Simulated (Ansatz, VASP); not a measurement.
**SiO2 in VASP and in Ansatz**

```
Si O
1.0
     4.20449    0.00000    0.00000
     0.00000    4.20449    0.00000
     0.00000    0.00000    2.68230
Si O
2 4
Direct
  0.00000 0.00000 0.00000
  0.50000 0.50000 0.50000
  0.30615 0.30615 0.00000
  0.19385 0.80615 0.50000
  0.69385 0.69385 0.00000
  0.80615 0.19385 0.50000
```

Alike in both runs: functional PBE; dispersion D3(BJ); k mesh 6 × 6 × 8; occupations gaussian, width 0.02 eV; no spin polarisation.

Ansatz relaxed the structure, and its values are those at the end. VASP's run is a single point on that final structure, the one shown.

|  | VASP | Ansatz |
| --- | --- | --- |
| version | VASP 6.6.1 | Ansatz 0.2.0 |
| potentials or method | VASP PAW PBE potentials, release 64 (Si, O), cutoff 520 eV | scalar-relativistic, plane waves, PAW |
| valence electrons in the cell | 32 | 32 |

```csv
,VASP,Ansatz,Ansatz less VASP
gap on the k mesh at the Fermi level (eV),5.29,5.30,+0.014
least direct gap on the mesh (eV),5.29,5.30,+0.014
pressure (GPa),0.1,0.0,-0.15
rms of the force components (eV/Å),0.008,0.000,-0.0079
```
